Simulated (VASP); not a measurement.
# Zr3Si2 (P4/mbm) in VASP: single point with LDA

Aim: the single point of Zr3Si2 with LDA.

Everything below comes from runs of VASP 6.6.1. Logs are shortened: lines on timing, memory, paths and dates and some standing lists are left out, and cuts for length are marked.

## (1) The cell of the first run

The structure is tetragonal, space group P4/mbm (No. 127). Conventional cell: a = 7.020 Å, b = 7.020 Å, c = 3.616 Å, α = 90.00°, β = 90.00°, γ = 90.00°. Zr (site symmetry m2m) has 6 Si at 2.71 to 2.78 Å and 11 Zr at 3.16 to 3.66 Å within 3.7 Å. Zr (site symmetry 4/m) has 4 Si at 2.79 Å and 10 Zr at 3.16 to 3.62 Å within 3.7 Å. Within 3.2 Å of Si (site symmetry m2m) lie 1 Si at 2.43 Å and 8 Zr at 2.71 to 2.79 Å.

## (2) Single point, LDA

File INCAR:

```
SYSTEM = Zr3Si2
PREC = Accurate
ENCUT = 520
EDIFF = 1E-7
ISMEAR = 0
SIGMA = 0.1
LREAL = .False.
LASPH = .True.
NELM = 80
ALGO = Fast
ISIF = 2
LWAVE = .False.
LCHARG = .True.
LELF = .True.
LVHAR = .True.
NBANDS = 55
```

File KPOINTS:

```
Automatic mesh
0
Gamma
  6 6 10
  0 0 0
```

File POSCAR:

```
Zr3Si2
1.0
    7.0195666679      0.0000000000      0.0000000000
    0.0000000000      7.0195666679      0.0000000000
    0.0000000000      0.0000000000      3.6156376383
Zr Si
6 4
Direct
    0.1748361311      0.6748361311      0.5000000000
    0.8251638689      0.3251638689      0.5000000000
    0.3251638689      0.1748361311      0.5000000000
    0.6748361311      0.8251638689      0.5000000000
    0.0000000000      0.0000000000      0.0000000000
    0.5000000000      0.5000000000      0.0000000000
    0.6222834055      0.1222834055      0.0000000000
    0.3777165945      0.8777165945      0.0000000000
    0.8777165945      0.6222834055      0.0000000000
    0.1222834055      0.3777165945      0.0000000000
```

Potentials or basis: VASP PAW LDA potentials, release 64 (Zr_sv, Si).

Launch:

```bash
$ cat potpaw_LDA.64/Zr_sv/POTCAR potpaw_LDA.64/Si/POTCAR > POTCAR
$ mpirun -np 1 vasp_std > vasp.out
```

OUTCAR:

```text
SYSTEM = Zr3Si2
   PREC = Accurate
   ENCUT = 520
   EDIFF = 1E-7
   ISMEAR = 0
   LREAL = .False.
   LASPH = .True.
   NELM = 80
   ISIF = 2

 ion  position               nearest neighbor table
   1  0.175  0.675  0.500-   8 2.71   8 2.71  10 2.78   9 2.78   9 2.78  10 2.78   6 3.16   6 3.16
                             5 3.16   5 3.16   2 3.47   3 3.66   4 3.66   3 3.66   4 3.66
   2  0.825  0.325  0.500-   7 2.71   7 2.71  10 2.78   9 2.78   9 2.78  10 2.78   6 3.16   6 3.16
                             5 3.16   5 3.16   1 3.47   3 3.66   4 3.66   4 3.66   3 3.66
   3  0.325  0.175  0.500-  10 2.71  10 2.71   7 2.78   7 2.78   8 2.78   8 2.78   6 3.16   6 3.16
                             5 3.16   5 3.16   4 3.47   2 3.66   1 3.66   1 3.66   2 3.66
   4  0.675  0.825  0.500-   9 2.71   9 2.71   7 2.78   7 2.78   8 2.78   8 2.78   6 3.16   6 3.16
                             5 3.16   5 3.16   3 3.47   2 3.66   1 3.66   2 3.66   1 3.66
   5  0.000  0.000  0.000-   7 2.79   8 2.79   9 2.79  10 2.79   1 3.16   2 3.16   3 3.16   4 3.16
                             1 3.16   2 3.16   3 3.16   4 3.16
   6  0.500  0.500  0.000-   7 2.79   8 2.79   9 2.79  10 2.79   1 3.16   2 3.16   3 3.16   4 3.16
                             1 3.16   2 3.16   3 3.16   4 3.16
   7  0.622  0.122  0.000-   8 2.43   2 2.71   2 2.71   3 2.78   4 2.78   3 2.78   4 2.78   5 2.79
                             6 2.79
   8  0.378  0.878  0.000-   7 2.43   1 2.71   1 2.71   3 2.78   4 2.78   3 2.78   4 2.78   5 2.79
                             6 2.79
   9  0.878  0.622  0.000-  10 2.43   4 2.71   4 2.71   2 2.78   1 2.78   2 2.78   1 2.78   5 2.79
                             6 2.79
  10  0.122  0.378  0.000-   9 2.43   3 2.71   3 2.71   2 2.78   1 2.78   2 2.78   1 2.78   5 2.79
                             6 2.79

  LATTYP: Found a simple tetragonal cell.
 ALAT       =     7.0195666679
 C/A-ratio  =     0.5150798916

  Lattice vectors:

 A1 = (   7.0195666679,   0.0000000000,   0.0000000000)
 A2 = (   0.0000000000,   7.0195666679,   0.0000000000)
 A3 = (   0.0000000000,   0.0000000000,   3.6156376383)

Analysis of symmetry for initial positions (statically):
=====================================================================
 Subroutine PRICEL returns:
 Original cell was already a primitive cell.

 Routine SETGRP: Setting up the symmetry group for a
 simple tetragonal supercell.

 Subroutine GETGRP returns: Found 16 space group operations
 (whereof  8 operations were pure point group operations)
 out of a pool of 16 trial point group operations.

The static configuration has the point symmetry C_4h.
 The point group associated with its full space group is D_4h.

Analysis of symmetry for dynamics (positions and initial velocities):
=====================================================================
 Subroutine PRICEL returns:
[... 143 lines left out ...]
   IALGO  =     68    algorithm
   IMIX   =      4    mixing-type and parameters
     AMIX     =   0.40;   BMIX     =  1.00
     AMIX_MAG =   1.60;   BMIX_MAG =  1.00
  volume/ion in A,a.u.               =      17.82       120.23
  Fermi-wavevector in a.u.,A,eV,Ry     =   1.294098  2.445491 22.785541  1.674690
  Thomas-Fermi vector in A             =   2.425702
   LORBIT       =      0    0 simple, 1 ext, 2 COOP (PROOUT), +10 PAW based schemes
   GGA     = CA    functional components
   LHFCALC =     F    Hartree Fock is set to
   AEXX    =    0.0000 exact exchange contribution
   IVDW    =     0    specifies the selected vdW correction
   LEPSILON=     F    determine dielectric tensor
   LRPA    =     F    only Hartree local field effects (RPA)
 non-spin polarized calculation
 RMM-DIIS sequential band-by-band and
 Gauss-broadening in eV      SIGMA  =   0.10
  energy-cutoff  :      520.00
  volume of cell :      178.16
 maximum number of plane-waves:      4822
 NGX is ok and might be reduce to    54
   NGX = 27   NGY = 27   NGZ = 13

 number of electron      88.0000001 magnetization

 Free energy of the ion-electron system (eV)
  ---------------------------------------------------
  ext. energy  EPLUGINS =         0.00000000
  ---------------------------------------------------
  free energy    TOTEN  =       -89.22362142 eV

  energy without entropy =      -89.18907417  energy(sigma->0) =      -89.20634780

 E-fermi :   9.8373     XC(G=0): -11.7411

 val. band max:        9.8313968070   @ k =   0.5000   0.1667   0.4000
 cond. band min:       9.8398022409   @ k =   0.3333   0.3333   0.0000
 fundamental gap:      0.0084054339
 Fermi energy:         9.8372539974

 k-point     1 :       0.0000    0.0000    0.0000
  band No.  band energies     occupation
      1     -38.1254      2.00000
      2     -38.0600      2.00000
      3     -38.0600      2.00000
      4     -38.0600      2.00000
      5     -37.9757      2.00000
      6     -37.9295      2.00000
[... 1381 lines left out ...]
     54      12.9185      0.00000
     55      13.2249      0.00000

 [... further k-points ...]

------------------------ aborting loop because EDIFF is reached ----------------------------------------

  FORCE on cell =-STRESS in cart. coord.  units (eV):
  Direction    XX          YY          ZZ          XY          YZ          ZX
  --------------------------------------------------------------------------------------
  -------------------------------------------------------------------------------------
  Total        0.2687338      0.2687338      0.2351041      0.0000000     -0.0000000      0.0000000
  in kB        2.4167258      2.4167258      2.1142933      0.0000000     -0.0000000      0.0000000
  external PRESSURE =       2.3159150 kB  Pullay stress =       0.0000000 kB

 VOLUME and BASIS-vectors are now :
 -----------------------------------------------------------------------------
  energy-cutoff  :      520.00
  volume of cell :      178.16
      direct lattice vectors                 reciprocal lattice vectors
     7.019566668  0.000000000  0.000000000     0.142458936  0.000000000  0.000000000
     0.000000000  7.019566668  0.000000000     0.000000000  0.142458936  0.000000000
     0.000000000  0.000000000  3.615637638     0.000000000  0.000000000  0.276576388

 POSITION                                       TOTAL-FORCE (eV/Angst)
 -----------------------------------------------------------------------------------
      1.22727      4.73706      1.80782         0.000299      0.000299     -0.000000
      5.79229      2.28251      1.80782        -0.000299     -0.000299      0.000000
      2.28251      1.22727      1.80782        -0.000299      0.000299     -0.000000
      4.73706      5.79229      1.80782         0.000299     -0.000299      0.000000
      0.00000      0.00000      0.00000         0.000000     -0.000000     -0.000000
      3.50978      3.50978      0.00000         0.000000     -0.000000     -0.000000
      4.36816      0.85838      0.00000        -0.010201     -0.010201     -0.000000
      2.65141      6.16119      0.00000         0.010201      0.010201     -0.000000
      6.16119      4.36816      0.00000         0.010201     -0.010201      0.000000
      0.85838      2.65141      0.00000        -0.010201      0.010201     -0.000000
 -----------------------------------------------------------------------------------
    total drift:                                0.000000      0.000000      0.000000

  FREE ENERGIE OF THE ION-ELECTRON SYSTEM (eV)
  ---------------------------------------------------
  free  energy   TOTEN  =       -89.2236214221 eV

  energy  without entropy=      -89.1890741739  energy(sigma->0) =      -89.20634780
```

It took 15 min on 1 thread of Intel Xeon Platinum 8488C (Sapphire Rapids), shared host; peak memory 0.49 GiB.

Results:

* Free energy: -89.2236 eV
* Pressure: 0.2 GPa
* Largest force: 0.014 eV/Å
* Band gap on the k mesh: zero (bands 44 and 45 overlap by 1.14 eV)

Forces on the atoms (eV/Å):
```
Zr   0.000  0.000  0.000
Zr   0.000  0.000  0.000
Zr   0.000  0.000  0.000
Zr   0.000  0.000  0.000
Zr   0.000  0.000  0.000
Zr   0.000  0.000  0.000
Si  -0.010 -0.010  0.000
Si   0.010  0.010  0.000
Si   0.010 -0.010  0.000
Si  -0.010  0.010  0.000
```
